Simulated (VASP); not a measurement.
# Cu (P2_1/c) in VASP: single point with PBE

Aim: the single point of Cu with PBE.

Everything below comes from runs of VASP 6.6.1. Logs are shortened: lines on timing, memory, paths and dates and some standing lists are left out, and cuts for length are marked.

### Step 1. The cell of the first run

Symmetry: P2_1/c, No. 14, monoclinic system. Conventional cell: a = 4.203 Å, b = 4.568 Å, c = 4.564 Å, α = 90.00°, β = 114.40°, γ = 90.00°. Within 3.0 Å of Cu (site symmetry -1) lie 6 Cu at 2.29 to 2.52 Å. Cu (site symmetry 1) has 8 Cu at 2.29 to 2.52 Å within 3.0 Å.

### Step 2. Single point, PBE

INCAR reads:

```
PREC     = Accurate       # precision mode
ENCUT    = 520            # plane-wave cutoff, eV
EDIFF    = 1E-7           # SCF threshold, eV
ISMEAR   = 0              # smearing method
SIGMA    = 0.1            # smearing width, eV
LREAL    = False          # projectors in reciprocal space
LASPH    = True           # aspherical terms in the spheres
NELM     = 100            # most SCF steps
ALGO     = Normal         # electronic algorithm
ISIF     = 2              # what is computed and relaxed
LWAVE    = False          # write WAVECAR
LCHARG   = True           # write CHGCAR
GGA      = PE             # functional
LELF     = True           # ELF
LVHAR    = True         
NBANDS   = 42             # bands
```

KPOINTS reads:

```
Automatic mesh
0
Gamma
  6 4 4
```

POSCAR reads:

```
Cu
1.0
    4.2029104051      0.0000000000      0.0000000000
    0.0000000000      4.5682362145      0.0000000000
   -1.8852342276      0.0000000000      4.1559770183
Cu
6
Direct
    0.0000000000      0.0000000000      0.0000000000
    0.0000000000      0.5000000000      0.5000000000
    0.4250000000      0.3600000000      0.2650000000
    0.5750000000      0.8600000000      0.2350000000
    0.5750000000      0.6400000000      0.7350000000
    0.4250000000      0.1400000000      0.7650000000
```

Potentials or basis: VASP PAW PBE potentials, release 64 (Cu).

On the command line:

```sh
cat potpaw_PBE.64/Cu/POTCAR > POTCAR
mpirun -np 1 vasp_std > vasp.out
```

OUTCAR:

```text
PREC = Accurate
   ENCUT = 520
   EDIFF = 1E-7
   ISMEAR = 0
   LREAL = False
   LASPH = True
   NELM = 100
   ISIF = 2
   GGA = PE

 ion  position               nearest neighbor table
   1  0.000  0.000  0.000-   4 2.29   6 2.29   5 2.36   3 2.36   6 2.52   4 2.52
   2  0.000  0.500  0.500-   5 2.29   3 2.29   6 2.36   4 2.36   3 2.52   5 2.52
   3  0.425  0.360  0.265-   2 2.29   5 2.35   1 2.36   4 2.39   4 2.39   6 2.49   6 2.49   2 2.52

   4  0.575  0.860  0.235-   1 2.29   6 2.35   2 2.36   3 2.39   3 2.39   5 2.49   5 2.49   1 2.52

   5  0.575  0.640  0.735-   2 2.29   3 2.35   1 2.36   6 2.39   6 2.39   4 2.49   4 2.49   2 2.52

   6  0.425  0.140  0.765-   1 2.29   4 2.35   2 2.36   5 2.39   5 2.39   3 2.49   3 2.49   1 2.52

  LATTYP: Found a simple monoclinic cell.
 ALAT       =     4.2029104051
 B/A-ratio  =     1.0869221026
 C/A-ratio  =     1.0858140041
 COS(beta)  =    -0.4131043283

  Lattice vectors:

 A1 = (   4.2029104051,   0.0000000000,   0.0000000000)
 A2 = (   0.0000000000,   4.5682362145,   0.0000000000)
 A3 = (  -1.8852342276,   0.0000000000,   4.1559770183)

Analysis of symmetry for initial positions (statically):
=====================================================================
 Subroutine PRICEL returns:
 Original cell was already a primitive cell.

 Routine SETGRP: Setting up the symmetry group for a
 simple monoclinic supercell.

 Subroutine GETGRP returns: Found  4 space group operations
 (whereof  2 operations were pure point group operations)
 out of a pool of  4 trial point group operations.

The static configuration has the point symmetry S_2 .
 The point group associated with its full space group is C_2h.

Analysis of symmetry for dynamics (positions and initial velocities):
=====================================================================
 Subroutine PRICEL returns:
 Original cell was already a primitive cell.

 Routine SETGRP: Setting up the symmetry group for a
 simple monoclinic supercell.

 Subroutine GETGRP returns: Found  4 space group operations
 (whereof  2 operations were pure point group operations)
 out of a pool of  4 trial point group operations.

The dynamic configuration has the point symmetry S_2 .
 The point group associated with its full space group is C_2h.

 Subroutine INISYM returns: Found  4 space group operations
 (whereof  2 operations are pure point group operations),
 and found     1 'primitive' translations

----------------------------------------------------------------------------------------

                                     Primitive cell

  volume of cell :      79.7943

  direct lattice vectors                    reciprocal lattice vectors
     4.202910405  0.000000000  0.000000000     0.237930363  0.000000000  0.107929968
     0.000000000  4.568236214  0.000000000     0.000000000  0.218902866  0.000000000
    -1.885234228  0.000000000  4.155977018     0.000000000  0.000000000  0.240617307

  length of vectors
     4.202910405  4.568236214  4.563578976     0.261265642  0.218902866  0.240617307

  position of ions in fractional coordinates (direct lattice)
     0.000000000  0.000000000  0.000000000
     1.000000000  0.500000000  0.500000000
     0.425000000  0.360000000  0.265000000
     0.575000000  0.860000000  0.235000000
     0.575000000  0.640000000  0.735000000
     0.425000000  0.140000000  0.765000000

  ion indices of the primitive-cell ions
   primitive index   ion index
                 1           1
                 2           2
                 3           3
                 4           4
                 5           5
                 6           6

----------------------------------------------------------------------------------------

 KPOINTS: Automatic mesh

Automatic generation of k-mesh.
 Grid dimensions read from file:
 generate k-points for:    6    4    4

 Generating k-lattice:

  Cartesian coordinates                     Fractional coordinates (reciprocal lattice)
     0.039655061  0.000000000  0.017988328     0.166666667  0.000000000 -0.000000000
     0.000000000  0.054725717  0.000000000     0.000000000  0.250000000  0.000000000
     0.000000000  0.000000000  0.060154327     0.000000000  0.000000000  0.250000000

  Length of vectors
     0.043544274  0.054725717  0.060154327

  Shift w.r.t. Gamma in fractional coordinates (k-lattice)
     0.000000000  0.000000000  0.000000000

 Subroutine IBZKPT returns following result:
 ===========================================

 Found     42 irreducible k-points:

 Following reciprocal coordinates:
            Coordinates               Weight
  0.000000  0.000000  0.000000      1.000000
  0.166667  0.000000  0.000000      2.000000
  0.333333  0.000000  0.000000      2.000000
  0.500000  0.000000 -0.000000      1.000000
  0.000000  0.250000  0.000000      2.000000
  0.166667  0.250000  0.000000      4.000000
[... 16 lines left out ...]
 -0.333333  0.250000  0.250000      4.000000
 -0.166667  0.250000  0.250000      4.000000
 [... further k-points ...]
   k-points           NKPTS =     42   k-points in BZ     NKDIM =     42   number of bands    NBANDS=     42
   number of dos      NEDOS =    301   number of ions     NIONS =      6
   total plane-waves  NPLWV =  41472
   dimension x,y,z NGX =    32 NGY =   36 NGZ =   36
   dimension x,y,z NGXF=    64 NGYF=   72 NGZF=   72
   ions per type =               6
   NGX,Y,Z   is equivalent  to a cutoff of  12.66, 13.10, 13.11 a.u.
   NGXF,Y,Z  is equivalent  to a cutoff of  25.32, 26.20, 26.23 a.u.
 SYSTEM =  unknown system
   PREC   = accura    normal or accurate (medium, high low for compatibility)
   ISTART =      0    job   : 0-new  1-cont  2-samecut
   ICHARG =      2    charge: 1-file 2-atom 10-const
   ISPIN  =      1    spin polarized calculation?
   LNONCOLLINEAR =      F non collinear calculations
   LSORBIT =      F    spin-orbit coupling
   LASPH  =      T    aspherical Exc in radial PAW
   ENCUT  =  520.0 eV  38.22 Ry    6.18 a.u.   7.81  8.49  8.49*2*pi/ulx,y,z
   NELM   =    100;   NELMIN=  2; NELMDL= -5     # of ELM steps
   EDIFF  = 0.1E-06   stopping-criterion for ELM
   LREAL  =      F    real-space projection
   EDIFFG = 0.1E-05   stopping-criterion for IOM
   NSW    =      0    number of steps for IOM
   IBRION =     -1    ionic relax: 0-MD 1-quasi-New 2-CG
   NFREE  =      0    steps in history (QN), initial steepest desc. (CG)
   ISIF   =      2    stress and relaxation
   ISYM   =      2    0-nonsym 1-usesym 2-fastsym
   POTIM  = 0.5000    time-step for ionic-motion
   TEBEG  =    0.0;   TEEND  =   0.0 temperature during run
   PSTRESS=    0.0 pullay stress
   NELECT =      66.0000    total number of electrons
   NUPDOWN=      -1.0000    fix difference up-down
   EMIN   =  10.00;   EMAX   =-10.00  energy-range for DOS
   EFERMI =   0.00;   METHOD = LEGACY
   ISMEAR =     0;   SIGMA  =   0.10  broadening in eV -4-tet -1-fermi 0-gaus
   EFERMI_NEDOS =   21; number of points for ismear=-14 and -15
   IALGO  =     38    algorithm
   IMIX   =      4    mixing-type and parameters
     AMIX     =   0.40;   BMIX     =  1.00
     AMIX_MAG =   1.60;   BMIX_MAG =  1.00
  volume/ion in A,a.u.               =      13.30        89.75
  Fermi-wavevector in a.u.,A,eV,Ry     =   1.536735  2.904007 32.130882  2.361553
  Thomas-Fermi vector in A             =   2.643342
   LORBIT       =      0    0 simple, 1 ext, 2 COOP (PROOUT), +10 PAW based schemes
   GGA     = PE    functional components
   LHFCALC =     F    Hartree Fock is set to
   AEXX    =    0.0000 exact exchange contribution
   IVDW    =     0    specifies the selected vdW correction
   LEPSILON=     F    determine dielectric tensor
   LRPA    =     F    only Hartree local field effects (RPA)
 non-spin polarized calculation
 Gauss-broadening in eV      SIGMA  =   0.10
  energy-cutoff  :      520.00
  volume of cell :       79.79
 maximum number of plane-waves:      2168
   NGX = 15   NGY = 17   NGZ = 17

 number of electron      65.9999976 magnetization

 Free energy of the ion-electron system (eV)
  ---------------------------------------------------
  ext. energy  EPLUGINS =         0.00000000
  ---------------------------------------------------
  free energy    TOTEN  =       -19.91740640 eV

  energy without entropy =      -19.90499845  energy(sigma->0) =      -19.91120242

 E-fermi :   6.0984     XC(G=0): -11.8914

 val. band max:        6.0921193962   @ k =   0.1667   0.0000   0.5000
 cond. band min:       6.1027062472   @ k =   0.1667   0.0000   0.0000
 fundamental gap:      0.0105868509
 Fermi energy:         6.0983634236

 k-point     1 :       0.0000    0.0000    0.0000
  band No.  band energies     occupation
      1      -2.4444      2.00000
      2       1.7062      2.00000
      3       1.7778      2.00000
      4       1.8411      2.00000
      5       2.2558      2.00000
      6       2.2961      2.00000
[... 34 lines left out ...]
     41      14.2482      0.00000
     42      16.4628      0.00000

 k-point     2 :       0.1667    0.0000    0.0000
  band No.  band energies     occupation
      1      -2.1626      2.00000
      2       1.3884      2.00000
      3       1.8314      2.00000
      4       1.9781      2.00000
      5       2.2736      2.00000
      6       2.2799      2.00000
[... 34 lines left out ...]
     41      14.2365      0.00000
     42      14.6225      0.00000

 k-point     3 :       0.3333    0.0000    0.0000
  band No.  band energies     occupation
      1      -1.3801      2.00000
      2       1.0293      2.00000
      3       1.6246      2.00000
      4       1.9162      2.00000
      5       2.0251      2.00000
      6       2.2518      2.00000
[... 897 lines left out ...]
      4       1.7599      2.00000
      5       1.9391      2.00000
      6       2.0926      2.00000
[... 34 lines left out ...]
     41      14.7897      0.00000
     42      16.2859      0.00000

 k-point    24 :      -0.1667    0.2500    0.2500
  band No.  band energies     occupation
      1      -1.4901      2.00000
      2       1.1479      2.00000
      3       1.6827      2.00000
      4       1.7318      2.00000
      5       2.0445      2.00000
      6       2.1406      2.00000
[... 34 lines left out ...]
     41      13.9266      0.00000
     42      15.3956      0.00000

 [... further k-points ...]

------------------------ aborting loop because EDIFF is reached ----------------------------------------

  FORCE on cell =-STRESS in cart. coord.  units (eV):
  Direction    XX          YY          ZZ          XY          YZ          ZX
  --------------------------------------------------------------------------------------
  -------------------------------------------------------------------------------------
  Total        7.1065717      6.4721000      1.5576356      0.0000000      0.0000000      4.1185022
  in kB      142.6917628    129.9523022     31.2755268      0.0000000      0.0000000     82.6947740
  external PRESSURE =     101.3065306 kB  Pullay stress =       0.0000000 kB

 VOLUME and BASIS-vectors are now :
 -----------------------------------------------------------------------------
  energy-cutoff  :      520.00
  volume of cell :       79.79
      direct lattice vectors                 reciprocal lattice vectors
     4.202910405  0.000000000  0.000000000     0.237930363  0.000000000  0.107929968
     0.000000000  4.568236214  0.000000000     0.000000000  0.218902866  0.000000000
    -1.885234228  0.000000000  4.155977018     0.000000000  0.000000000  0.240617307

 POSITION                                       TOTAL-FORCE (eV/Angst)
 -----------------------------------------------------------------------------------
      0.00000      0.00000      0.00000        -0.000000      0.000000      0.000000
     -0.94262      2.28412      2.07799         0.000000      0.000000      0.000000
      1.28665      1.64457      1.10133        -0.533574      0.040686     -0.939942
      1.97364      3.92868      0.97665         0.533574      0.040686      0.939942
      1.03103      2.92367      3.05464         0.533574     -0.040686      0.939942
      0.34403      0.63955      3.17932        -0.533574     -0.040686     -0.939942
 -----------------------------------------------------------------------------------
    total drift:                                0.000000     -0.000000      0.000000

  FREE ENERGIE OF THE ION-ELECTRON SYSTEM (eV)
  ---------------------------------------------------
  free  energy   TOTEN  =       -19.9174063966 eV

  energy  without entropy=      -19.9049984496  energy(sigma->0) =      -19.91120242
```

Run time: 1.9 min. Hardware: 1 thread of Intel Xeon 6975P-C (Granite Rapids), shared host; peak memory 0.25 GiB.

What came out:

```yaml
Free_energy: -19.9174 eV
Pressure: 10.1 GPa
Largest_force: 1.082 eV/Å
Band_gap_on_the_k_mesh: zero (band 33 reaches 9.31 eV, above the bottom of band 34 at 4.98 eV)
```

Forces on the atoms (eV/Å):
```
Cu   0.000  0.000  0.000
Cu   0.000  0.000  0.000
Cu  -0.534  0.041 -0.940
Cu   0.534  0.041  0.940
Cu   0.534 -0.041  0.940
Cu  -0.534 -0.041 -0.940
```

Stress tensor (GPa, compression positive):
```
14.27  0.00  8.27
 0.00 13.00  0.00
 8.27  0.00  3.13
```

Caveat: the k points lie up to 0.38 Å⁻¹ apart; forces of over 1 eV/Å act on the atoms, so gaps and moduli don't describe the material at rest.
